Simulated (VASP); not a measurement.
# SnSe (I4/mmm) in VASP: single point with r2SCAN

Aim: the single point of SnSe with r2SCAN.

Everything below comes from runs of VASP 6.6.1. Logs are shortened: lines on timing, memory, paths and dates and some standing lists are left out, and cuts for length are marked.

### Step 1. The cell of the first run

The structure is tetragonal, space group I4/mmm (No. 139). The conventional cell has a = 4.257 Å, b = 4.257 Å, c = 6.261 Å, α = 90.00°, β = 90.00°, γ = 90.00°. Within 4.0 Å of Sn (site symmetry 4/mmm) lie 6 Se at 3.01 to 3.13 Å. Se (site symmetry 4/mmm) has 6 Sn at 3.01 to 3.13 Å within 4.0 Å.

### Step 2. Single point, r2SCAN (strain +0.0400 x Voigt [0, 0, 1, 0, 0, 0])

POSCAR reads:

```
SnSe
1.0
    0.0000000000      3.0100000000      3.1304000000
    3.0100000000      0.0000000000      3.1304000000
    3.0100000000      3.0100000000      0.0000000000
Sn Se
1 1
Direct
    0.0000000000      0.0000000000      0.0000000000
    0.5000000000      0.5000000000      0.5000000000
```

INCAR.step1 reads:

```
SYSTEM = SnSe
PREC     = Accurate       ! precision mode
ENCUT    = 520            ! plane-wave cutoff, eV
ISMEAR   = 0              ! smearing method
SIGMA    = 0.05           ! smearing width, eV
LREAL    = .FALSE.        ! projectors in reciprocal space
LASPH    = .TRUE.         ! aspherical terms in the spheres
NELM     = 80             ! most SCF steps
NBANDS   = 17             ! bands
GGA      = PE             ! functional
ALGO     = Normal         ! electronic algorithm
EDIFF    = 1E-4           ! SCF threshold, eV
LWAVE    = .TRUE.         ! write WAVECAR
LCHARG   = .FALSE.        ! write CHGCAR
```

INCAR.step2 reads:

```
SYSTEM = SnSe
PREC     = Accurate       ! precision mode
ENCUT    = 520            ! plane-wave cutoff, eV
EDIFF    = 1E-6           ! SCF threshold, eV
ISMEAR   = 0              ! smearing method
SIGMA    = 0.05           ! smearing width, eV
LREAL    = .FALSE.        ! projectors in reciprocal space
LASPH    = .TRUE.         ! aspherical terms in the spheres
NELM     = 80             ! most SCF steps
ALGO     = Normal         ! electronic algorithm
ISIF     = 2              ! what is computed and relaxed
LWAVE    = .FALSE.        ! write WAVECAR
LCHARG   = .TRUE.         ! write CHGCAR
METAGGA  = R2SCAN         ! meta-GGA
LMIXTAU  = .TRUE.       
LELF     = .TRUE.         ! ELF
LVHAR    = .TRUE.       
NBANDS   = 17             ! bands
ISTART   = 1
```

KPOINTS reads:

```
Automatic mesh
0
G
  10 10 10
  0 0 0
```

Potentials or basis: VASP PAW PBE potentials, release 64 (Sn_d, Se).

Command:

```sh
> cat potpaw_PBE.64/Sn_d/POTCAR potpaw_PBE.64/Se/POTCAR > POTCAR
> cp INCAR.step1 INCAR
> mpirun -np 1 vasp_std > vasp.out
> cp INCAR.step2 INCAR
> mpirun -np 1 vasp_std > vasp.out
```

OUTCAR:

```text
SYSTEM = SnSe
   PREC = Accurate
   ENCUT = 520
   EDIFF = 1E-6
   ISMEAR = 0
   LREAL = .FALSE.
   LASPH = .TRUE.
   NELM = 80
   ISIF = 2
   METAGGA = R2SCAN
   ISTART = 1

 ion  position               nearest neighbor table
   1  0.000  0.000  0.000-   2 3.01   2 3.01   2 3.01   2 3.01   2 3.13   2 3.13
   2  0.500  0.500  0.500-   1 3.01   1 3.01   1 3.01   1 3.01   1 3.13   1 3.13

  LATTYP: Found a body centered tetragonal cell.
 ALAT       =     4.2567828227
 C/A-ratio  =     1.4707821049

  Lattice vectors:

 A1 = (  -3.0100000000,   0.0000000000,   3.1304000000)
 A2 = (   3.0100000000,   0.0000000000,   3.1304000000)
 A3 = (   0.0000000000,   3.0100000000,  -3.1304000000)

Analysis of symmetry for initial positions (statically):
=====================================================================
 Subroutine PRICEL returns:
 Original cell was already a primitive cell.

 Routine SETGRP: Setting up the symmetry group for a
 body centered tetragonal supercell.

 Subroutine GETGRP returns: Found 16 space group operations
 (whereof 16 operations were pure point group operations)
 out of a pool of 16 trial point group operations.

The static configuration has the point symmetry D_4h.

Analysis of symmetry for dynamics (positions and initial velocities):
=====================================================================
 Subroutine PRICEL returns:
 Original cell was already a primitive cell.

 Routine SETGRP: Setting up the symmetry group for a
 body centered tetragonal supercell.

 Subroutine GETGRP returns: Found 16 space group operations
 (whereof 16 operations were pure point group operations)
 out of a pool of 16 trial point group operations.

The dynamic configuration has the point symmetry D_4h.

 Subroutine INISYM returns: Found 16 space group operations
 (whereof 16 operations are pure point group operations),
 and found     1 'primitive' translations

----------------------------------------------------------------------------------------

                                     Primitive cell

  volume of cell :      56.7235

  direct lattice vectors                    reciprocal lattice vectors
     0.000000000  3.010000000  3.130400000    -0.166112957  0.166112957  0.159723997
     3.010000000  0.000000000  3.130400000     0.166112957 -0.166112957  0.159723997
     3.010000000  3.010000000  0.000000000     0.166112957  0.166112957 -0.159723997

  length of vectors
     4.342753062  4.342753062  4.256782823     0.284075314  0.284075314  0.284075314

  position of ions in fractional coordinates (direct lattice)
     0.000000000  0.000000000  0.000000000
     0.500000000  0.500000000  0.500000000

  ion indices of the primitive-cell ions
   primitive index   ion index
                 1           1
                 2           2

----------------------------------------------------------------------------------------

 KPOINTS: Automatic mesh

Automatic generation of k-mesh.
 Grid dimensions read from file:
 generate k-points for:   10   10   10

 Generating k-lattice:

  Cartesian coordinates                     Fractional coordinates (reciprocal lattice)
    -0.016611296  0.016611296  0.015972400     0.100000000 -0.000000000  0.000000000
     0.016611296 -0.016611296  0.015972400    -0.000000000  0.100000000  0.000000000
     0.016611296  0.016611296 -0.015972400     0.000000000  0.000000000  0.100000000

  Length of vectors
     0.028407531  0.028407531  0.028407531

  Shift w.r.t. Gamma in fractional coordinates (k-lattice)
     0.000000000  0.000000000  0.000000000

 Subroutine IBZKPT returns following result:
 ===========================================

 Found    102 irreducible k-points:

 Following reciprocal coordinates:
            Coordinates               Weight
  0.000000  0.000000  0.000000      1.000000
  0.100000 -0.000000  0.000000      8.000000
  0.200000 -0.000000  0.000000      8.000000
  0.300000 -0.000000  0.000000      8.000000
  0.400000  0.000000  0.000000      8.000000
  0.500000 -0.000000  0.000000      4.000000
[... 16 lines left out ...]
  0.300000  0.300000  0.000000      2.000000
  0.400000  0.300000  0.000000      8.000000
 [... further k-points ...]
   k-points           NKPTS =    102   k-points in BZ     NKDIM =    102   number of bands    NBANDS=     17
   number of dos      NEDOS =    301   number of ions     NIONS =      2
   total plane-waves  NPLWV =  32768
   dimension x,y,z NGX =    32 NGY =   32 NGZ =   32
   dimension x,y,z NGXF=    64 NGYF=   64 NGZF=   64
   ions per type =               1   1
   NGX,Y,Z   is equivalent  to a cutoff of  12.25, 12.25, 12.50 a.u.
   NGXF,Y,Z  is equivalent  to a cutoff of  24.50, 24.50, 24.99 a.u.
 SYSTEM =  SnSe
   PREC   = accura    normal or accurate (medium, high low for compatibility)
   ISTART =      1    job   : 0-new  1-cont  2-samecut
   ICHARG =      0    charge: 1-file 2-atom 10-const
   ISPIN  =      1    spin polarized calculation?
   LNONCOLLINEAR =      F non collinear calculations
   LSORBIT =      F    spin-orbit coupling
   LASPH  =      T    aspherical Exc in radial PAW
   ENCUT  =  520.0 eV  38.22 Ry    6.18 a.u.   8.07  8.07  7.91*2*pi/ulx,y,z
   NELM   =     80;   NELMIN=  2; NELMDL=  0     # of ELM steps
   EDIFF  = 0.1E-05   stopping-criterion for ELM
   LREAL  =      F    real-space projection
   EDIFFG = 0.1E-04   stopping-criterion for IOM
   NSW    =      0    number of steps for IOM
   IBRION =     -1    ionic relax: 0-MD 1-quasi-New 2-CG
   NFREE  =      0    steps in history (QN), initial steepest desc. (CG)
   ISIF   =      2    stress and relaxation
   ISYM   =      2    0-nonsym 1-usesym 2-fastsym
   POTIM  = 0.5000    time-step for ionic-motion
   TEBEG  =    0.0;   TEEND  =   0.0 temperature during run
   PSTRESS=    0.0 pullay stress
   NELECT =      20.0000    total number of electrons
   NUPDOWN=      -1.0000    fix difference up-down
   EMIN   =  10.00;   EMAX   =-10.00  energy-range for DOS
   EFERMI =   0.00;   METHOD = LEGACY
   ISMEAR =     0;   SIGMA  =   0.05  broadening in eV -4-tet -1-fermi 0-gaus
   EFERMI_NEDOS =   21; number of points for ismear=-14 and -15
   IALGO  =     38    algorithm
   IMIX   =      4    mixing-type and parameters
     AMIX     =   0.40;   BMIX     =  1.00
     AMIX_MAG =   1.60;   BMIX_MAG =  1.00
  volume/ion in A,a.u.               =      28.36       191.39
  Fermi-wavevector in a.u.,A,eV,Ry     =   1.156549  2.185560 18.199216  1.337605
  Thomas-Fermi vector in A             =   2.293168
   LORBIT       =      0    0 simple, 1 ext, 2 COOP (PROOUT), +10 PAW based schemes
   METAGGA = R2SCAN    functional components
   LHFCALC =     F    Hartree Fock is set to
   AEXX    =    0.0000 exact exchange contribution
   IVDW    =     0    specifies the selected vdW correction
   LEPSILON=     F    determine dielectric tensor
   LRPA    =     F    only Hartree local field effects (RPA)
 non-spin polarized calculation
 Gauss-broadening in eV      SIGMA  =   0.05
  energy-cutoff  :      520.00
  volume of cell :       56.72
 maximum number of plane-waves:      1544
   NGX = 17   NGY = 17   NGZ = 15

 number of electron      19.9999998 magnetization

 Free energy of the ion-electron system (eV)
  ---------------------------------------------------
  ext. energy  EPLUGINS =         0.00000000
  ---------------------------------------------------
  free energy    TOTEN  =       -39.84376862 eV

  energy without entropy =      -39.84376862  energy(sigma->0) =      -39.84376862

 E-fermi :   5.4469     XC(G=0):  -9.9939

 val. band max:        5.2861877117   @ k =   0.5000  -0.0000   0.0000
 cond. band min:       5.6075736019   @ k =   0.5000  -0.0000   0.0000
 fundamental gap:      0.3213858901
 Fermi energy:         5.4468870848

 k-point     1 :       0.0000    0.0000    0.0000
  band No.  band energies     occupation
      1     -17.2935      2.00000
      2     -17.2869      2.00000
      3     -17.2869      2.00000
      4     -17.2730      2.00000
      5     -17.2727      2.00000
      6      -9.1783      2.00000
[... 9 lines left out ...]
     16      11.4721      0.00000
     17      13.0889      0.00000

 k-point     2 :       0.1000   -0.0000    0.0000
  band No.  band energies     occupation
      1     -17.2937      2.00000
      2     -17.2866      2.00000
      3     -17.2863      2.00000
      4     -17.2733      2.00000
      5     -17.2722      2.00000
      6      -9.1100      2.00000
[... 9 lines left out ...]
     16      11.6974      0.00000
     17      13.7208      0.00000

 k-point     3 :       0.2000   -0.0000    0.0000
  band No.  band energies     occupation
      1     -17.2946      2.00000
      2     -17.2857      2.00000
      3     -17.2849      2.00000
      4     -17.2743      2.00000
      5     -17.2700      2.00000
      6      -8.9185      2.00000
[... 9 lines left out ...]
     16      12.2990      0.00000
     17      15.1754      0.00000

 k-point     4 :       0.3000   -0.0000    0.0000
  band No.  band energies     occupation
      1     -17.2960      2.00000
      2     -17.2847      2.00000
      3     -17.2844      2.00000
      4     -17.2745      2.00000
      5     -17.2669      2.00000
      6      -8.6500      2.00000
[... 9 lines left out ...]
     16      13.2441      0.00000
     17      16.8186      0.00000
[... 343 lines left out ...]
      1     -17.2953      2.00000
      2     -17.2857      2.00000
      3     -17.2818      2.00000
      4     -17.2788      2.00000
      5     -17.2641      2.00000
      6      -8.5453      2.00000
[... 9 lines left out ...]
     16      14.3044      0.00000
     17      15.2149      0.00000

 k-point    23 :       0.3000    0.3000    0.0000
  band No.  band energies     occupation
      1     -17.3075      2.00000
      2     -17.2780      2.00000
      3     -17.2780      2.00000
      4     -17.2761      2.00000
      5     -17.2692      2.00000
      6      -8.5379      2.00000
[... 9 lines left out ...]
     16      15.4707      0.00000
     17      15.4707      0.00000

 k-point    24 :       0.4000    0.3000    0.0000
  band No.  band energies     occupation
      1     -17.3100      2.00000
      2     -17.2769      2.00000
      3     -17.2766      2.00000
      4     -17.2754      2.00000
      5     -17.2690      2.00000
      6      -8.3556      2.00000
[... 9 lines left out ...]
     16      16.1758      0.00000
     17      16.6550      0.00000

 [... further k-points ...]
[... 5 lines left out ...]
  --------------------------------------------------------------------------------------
  -------------------------------------------------------------------------------------
  Total       -0.1836524     -0.1836524     -1.4968934      0.0000000      0.0000000      0.0000000
  in kB       -5.1873368     -5.1873368    -42.2803561      0.0000000      0.0000000      0.0000000
  external PRESSURE =     -17.5516765 kB  Pullay stress =       0.0000000 kB

 VOLUME and BASIS-vectors are now :
 -----------------------------------------------------------------------------
  energy-cutoff  :      520.00
  volume of cell :       56.72
      direct lattice vectors                 reciprocal lattice vectors
     0.000000000  3.010000000  3.130400000    -0.166112957  0.166112957  0.159723997
     3.010000000  0.000000000  3.130400000     0.166112957 -0.166112957  0.159723997
     3.010000000  3.010000000  0.000000000     0.166112957  0.166112957 -0.159723997

 POSITION                                       TOTAL-FORCE (eV/Angst)
 -----------------------------------------------------------------------------------
      0.00000      0.00000      0.00000         0.000000      0.000000     -0.000000
      3.01000      3.01000      3.13040        -0.000000      0.000000      0.000000
 -----------------------------------------------------------------------------------
    total drift:                                0.000000     -0.000000     -0.000000

  FREE ENERGIE OF THE ION-ELECTRON SYSTEM (eV)
  ---------------------------------------------------
  free  energy   TOTEN  =       -39.8437686246 eV

  energy  without entropy=      -39.8437686172  energy(sigma->0) =      -39.84376862
```

Run time: 7 min. Hardware: 1 thread of AMD EPYC 7R13, shared host; peak memory 0.23 GiB.

Results:

- Free energy: -39.8438 eV
- Pressure: -1.8 GPa
- Band gap on the k mesh: 0.32 eV, direct

Stress tensor (GPa, compression positive):
```
-0.52  0.00  0.00
 0.00 -0.52  0.00
 0.00  0.00 -4.23
```

Caveat: the cell differs from its parent crystal (strain +0.0400 x Voigt [0, 0, 1, 0, 0, 0]); the PAW data sets were made with another functional, which shifts forces and pressure a little; spin-orbit coupling is left out, which moves the levels of the heavy elements.
